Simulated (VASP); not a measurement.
# Fe (P6_3/mmc) in VASP: further runs, part 2 of 2

VASP 6.6.1. The steps go on from the part before.

### Step 3. Relaxation of shape and atoms at fixed volume, PBEsol (9.23 Å³/atom)

This run uses another cell than the first one, of 9.23 Å³/atom.

Contents of INCAR:

```
SYSTEM = Fe
PREC = Accurate ; ENCUT = 600
EDIFF = 1E-7 ; ISMEAR = 0
SIGMA = 0.1 ; LREAL = .False.
LASPH = .True. ; NELM = 120
ALGO = Normal ; ISIF = 4
LWAVE = .False. ; LCHARG = .False.
GGA = PS ; IBRION = 2
NSW = 50 ; EDIFFG = -0.01
GGA_COMPAT = .False. ; NELMIN = 4
```

Contents of KPOINTS:

```
Automatic mesh
0
Gamma
  21 21 6
  0 0 0
```

Contents of POSCAR:

```
Fe
1.0
    2.3789689148      0.0000000003      0.0000000000
   -1.1894844577      2.0602475149      0.0000000000
    0.0000000000      0.0000000000      7.5288782818
Fe
4
Direct
    0.3333333333      0.6666666667      0.1250000000
    0.6666666667      0.3333333333      0.3750000000
    0.3333333333      0.6666666667      0.6250000000
    0.6666666667      0.3333333333      0.8750000000
```

Potentials or basis: VASP PAW PBE potentials, release 64 (Fe).

The run is started by

```bash
$ cat potpaw_PBE.64/Fe/POTCAR > POTCAR
$ mpirun -np 1 vasp_std > vasp.out
```

OUTCAR:

```text
SYSTEM = Fe
   PREC = Accurate
   ENCUT = 600
   EDIFF = 1E-7
   ISMEAR = 0
   LREAL = .False.
   LASPH = .True.
   NELM = 120
   ISIF = 4
   GGA = PS
   IBRION = 2
   NSW = 50
   EDIFFG = -0.01
   NELMIN = 4

 ion  position               nearest neighbor table
   1  0.333  0.667  0.125-   2 2.33   4 2.33   2 2.33   4 2.33   2 2.33   4 2.33
   2  0.667  0.333  0.375-   1 2.33   3 2.33   1 2.33   3 2.33   1 2.33   3 2.33
   3  0.333  0.667  0.625-   2 2.33   4 2.33   2 2.33   4 2.33   2 2.33   4 2.33
   4  0.667  0.333  0.875-   1 2.33   3 2.33   1 2.33   3 2.33   1 2.33   3 2.33

  LATTYP: Found a hexagonal cell.
 ALAT       =     2.3789689148
 C/A-ratio  =     3.1647653044

  Lattice vectors:

 A1 = (   2.3789689148,   0.0000000003,   0.0000000000)
 A2 = (  -1.1894844577,   2.0602475149,   0.0000000000)
 A3 = (   0.0000000000,   0.0000000000,   7.5288782818)

Analysis of symmetry for initial positions (statically):
=====================================================================
 Subroutine PRICEL returns following result:

  LATTYP: Found a hexagonal cell.
 ALAT       =     2.3789689148
 C/A-ratio  =     1.5823826522

  Lattice vectors:

 A1 = (   2.3789689148,   0.0000000003,   0.0000000000)
 A2 = (  -1.1894844577,   2.0602475149,   0.0000000000)
 A3 = (   0.0000000000,   0.0000000000,   3.7644391409)

   2 primitive cells build up your supercell.

 Routine SETGRP: Setting up the symmetry group for a
 hexagonal supercell.

 Subroutine GETGRP returns: Found 24 space group operations
 (whereof 12 operations were pure point group operations)
 out of a pool of 24 trial point group operations.

The static configuration has the point symmetry D_3d.
 The point group associated with its full space group is D_6h.

[... 139 lines left out ...]
   ISMEAR =     0;   SIGMA  =   0.10  broadening in eV -4-tet -1-fermi 0-gaus
   EFERMI_NEDOS =   21; number of points for ismear=-14 and -15
   IALGO  =     38    algorithm
   IMIX   =      4    mixing-type and parameters
     AMIX     =   0.40;   BMIX     =  1.00
     AMIX_MAG =   1.60;   BMIX_MAG =  1.00
  volume/ion in A,a.u.               =       9.23        62.26
  Fermi-wavevector in a.u.,A,eV,Ry     =   1.561153  2.950151 33.160082  2.437197
  Thomas-Fermi vector in A             =   2.664260
   LORBIT       =      0    0 simple, 1 ext, 2 COOP (PROOUT), +10 PAW based schemes
   GGA     = PS    functional components
   LHFCALC =     F    Hartree Fock is set to
   AEXX    =    0.0000 exact exchange contribution
   IVDW    =     0    specifies the selected vdW correction
   LEPSILON=     F    determine dielectric tensor
   LRPA    =     F    only Hartree local field effects (RPA)
 conjugate gradient relaxation of ions
 non-spin polarized calculation
 Gauss-broadening in eV      SIGMA  =   0.10
  energy-cutoff  :      600.00
  volume of cell :       36.90
 maximum number of plane-waves:      1255
 NGX is ok and might be reduce to    20
   NGX =  9   NGY =  9   NGZ = 31

 number of electron      32.0000009 magnetization

 Free energy of the ion-electron system (eV)
  ---------------------------------------------------
  ext. energy  EPLUGINS =         0.00000000
  ---------------------------------------------------
  free energy    TOTEN  =       -35.59877087 eV

  energy without entropy =      -35.57423715  energy(sigma->0) =      -35.58650401

 E-fermi :   7.9243     XC(G=0): -14.5452

 val. band max:        7.9235891623   @ k =   0.2857   0.1429   0.3333
 cond. band min:       7.9255695074   @ k =   0.0952   0.0952   0.3333
 fundamental gap:      0.0019803451
 Fermi energy:         7.9242980840

 k-point     1 :       0.0000    0.0000    0.0000
  band No.  band energies     occupation
      1      -1.6123      2.00000
      2       0.9688      2.00000
      3       0.9688      2.00000
      4       2.3334      2.00000
      5       5.5410      2.00000
      6       5.5410      2.00000
[... 541 lines left out ...]
     19       8.4239      0.00000
     20       8.4239      0.00000

 [... further k-points ...]

------------------------ aborting loop because EDIFF is reached ----------------------------------------

  FORCE on cell =-STRESS in cart. coord.  units (eV):
  Direction    XX          YY          ZZ          XY          YZ          ZX
  --------------------------------------------------------------------------------------
  -------------------------------------------------------------------------------------
  Total        5.1396999      5.1396999      5.1911331     -0.0000000      0.0000000      0.0000000
  in kB      223.1566845    223.1566845    225.3898230     -0.0000000      0.0000000      0.0000000
  external PRESSURE =     223.9010640 kB  Pullay stress =       0.0000000 kB

 VOLUME and BASIS-vectors are now :
 -----------------------------------------------------------------------------
  energy-cutoff  :      600.00
  volume of cell :       36.90
      direct lattice vectors                 reciprocal lattice vectors
     2.378968915  0.000000000  0.000000000     0.420350175  0.242689287  0.000000000
    -1.189484458  2.060247515  0.000000000    -0.000000000  0.485378574  0.000000000
     0.000000000  0.000000000  7.528878282     0.000000000  0.000000000  0.132821911

 POSITION                                       TOTAL-FORCE (eV/Angst)
 -----------------------------------------------------------------------------------
     -0.00000      1.37350      0.94111         0.000000     -0.000000      0.000000
      1.18948      0.68675      2.82333        -0.000000      0.000000     -0.000000
     -0.00000      1.37350      4.70555         0.000000     -0.000000      0.000000
      1.18948      0.68675      6.58777        -0.000000      0.000000     -0.000000
 -----------------------------------------------------------------------------------
    total drift:                                0.000000      0.000000     -0.000000

  FREE ENERGIE OF THE ION-ELECTRON SYSTEM (eV)
  ---------------------------------------------------
  free  energy   TOTEN  =       -35.5987708658 eV

  energy  without entropy=      -35.5742371455  energy(sigma->0) =      -35.58650401

 reached required accuracy - stopping structural energy minimisation
```

CONTCAR:

```text
Fe
   1.00000000000000
     2.3789689148000002    0.0000000003000000    0.0000000000000000
    -1.1894844577000001    2.0602475148999999    0.0000000000000000
     0.0000000000000000    0.0000000000000000    7.5288782818000000
  Fe
     4
Direct
     0.3333333332999970    0.6666666667000030    0.1250000000000000
     0.6666666667000030    0.3333333332999970    0.3750000000000000
     0.3333333332999970    0.6666666667000030    0.6250000000000000
     0.6666666667000030    0.3333333332999970    0.8750000000000000

  0.00000000E+00  0.00000000E+00  0.00000000E+00
  0.00000000E+00  0.00000000E+00  0.00000000E+00
  0.00000000E+00  0.00000000E+00  0.00000000E+00
  0.00000000E+00  0.00000000E+00  0.00000000E+00
```

Wall time 4.8 min (1 thread of Oxide Virtual Turin-like, shared host); peak memory 0.23 GiB.

Results:

* Free energy: -35.5988 eV
* Pressure after relaxing: 22.4 GPa

Final structure:
```
CELL_PARAMETERS angstrom
2.37897 0.00000 0.00000
-1.18948 2.06025 0.00000
0.00000 0.00000 7.52888
ATOMIC_POSITIONS crystal
Fe 0.33333 0.66667 0.12500
Fe 0.66667 0.33333 0.37500
Fe 0.33333 0.66667 0.62500
Fe 0.66667 0.33333 0.87500
```

Caveat: the highest band is partly filled, so the run has too few bands; the PAW data sets were made with another functional, which shifts forces and pressure a little; the run has no spin polarisation, though such a crystal can be magnetic. Spin polarisation is off, so any magnetic state and its effect on volume and gap are missing.

### Step 4. Relaxation of shape and atoms at fixed volume, PBEsol (9.52 Å³/atom)

This run uses another cell than the first one, of 9.52 Å³/atom.

Contents of INCAR:

```
SYSTEM = Fe
PREC = Accurate
ENCUT = 600
EDIFF = 1E-7
ISMEAR = 0
SIGMA = 0.1
LREAL = .FALSE.
LASPH = .TRUE.
NELM = 120
ALGO = Normal
ISIF = 4
LWAVE = .FALSE.
LCHARG = .FALSE.
GGA = PS
IBRION = 2
NSW = 50
EDIFFG = -0.01
GGA_COMPAT = .FALSE.
NELMIN = 4
```

Contents of KPOINTS:

```
regular mesh
0
G
  21 21 6
  0 0 0
```

Contents of POSCAR:

```
Fe
1.0
    2.4046376806      0.0000000003      0.0000000000
   -1.2023188406      2.0824773182      0.0000000000
    0.0000000000      0.0000000000      7.6041801101
Fe
4
Direct
    0.3333333333      0.6666666667      0.1250000000
    0.6666666667      0.3333333333      0.3750000000
    0.3333333333      0.6666666667      0.6250000000
    0.6666666667      0.3333333333      0.8750000000
```

The run is started by

```bash
$ cat potpaw_PBE.64/Fe/POTCAR > POTCAR
$ mpirun -np 1 vasp_std > vasp.out
```

Wall time 4.2 min (1 thread of Oxide Virtual Turin-like, shared host); peak memory 0.24 GiB.

Results (log left out):

* Free energy: -35.7168 eV
* Pressure after relaxing: 9.9 GPa

Stress tensor (GPa, compression positive):
```
 9.87  0.00  0.00
 0.00  9.87  0.00
 0.00  0.00 10.08
```

Final structure:
```
Fe
1.0
     2.40464    0.00000    0.00000
    -1.20232    2.08248    0.00000
     0.00000    0.00000    7.60418
Fe
4
Direct
  0.33333 0.66667 0.12500
  0.66667 0.33333 0.37500
  0.33333 0.66667 0.62500
  0.66667 0.33333 0.87500
```

Levels at points of the mesh, in eV from the Fermi level:
```csv
k point,band 11,band 12,band 13,band 14,band 15,band 16,band 17,band 18,band 19,band 20
"(0.00, 0.00, 0.00)",-1.83,-1.83,-1.69,-1.31,-1.31,-0.93,-0.93,0.36,0.36,0.36
"(0.00, 0.00, 0.50)",-1.57,-1.57,-1.57,-1.57,-1.14,-1.14,-0.40,-0.40,-0.40,-0.40
```

Caveat: the highest band is partly filled, so the run has too few bands; the PAW data sets were made with another functional, which shifts forces and pressure a little; the run has no spin polarisation, though such a crystal can be magnetic. Spin polarisation is off, so any magnetic state and its effect on volume and gap are missing.

### Step 5. Summary

| cell | pressure (GPa) |
| --- | --- |
| relaxed from a = 2.353, b = 2.353, c = 7.452 Å, angles 90.0, 90.0, 120.0°, 4 atoms | 37.1 |
| relaxed from a = 2.379, b = 2.379, c = 7.529 Å, angles 90.0, 90.0, 120.0°, 4 atoms | 22.4 |
| relaxed from a = 2.405, b = 2.405, c = 7.604 Å, angles 90.0, 90.0, 120.0°, 4 atoms | 9.9 |

Alike in all rows: task relaxation of shape and atoms at fixed volume; level PBEsol; potentials or basis VASP PAW PBE potentials, release 64 (Fe); no spin polarisation; k mesh 21 × 21 × 6; cutoff (eV) 600; smearing gaussian 0.1 eV.

Caveats: the highest band is partly filled, so the run has too few bands; the PAW data sets were made with another functional, which shifts forces and pressure a little; the run has no spin polarisation, though such a crystal can be magnetic.

Absolute energies hang on the potentials; compare differences alone.
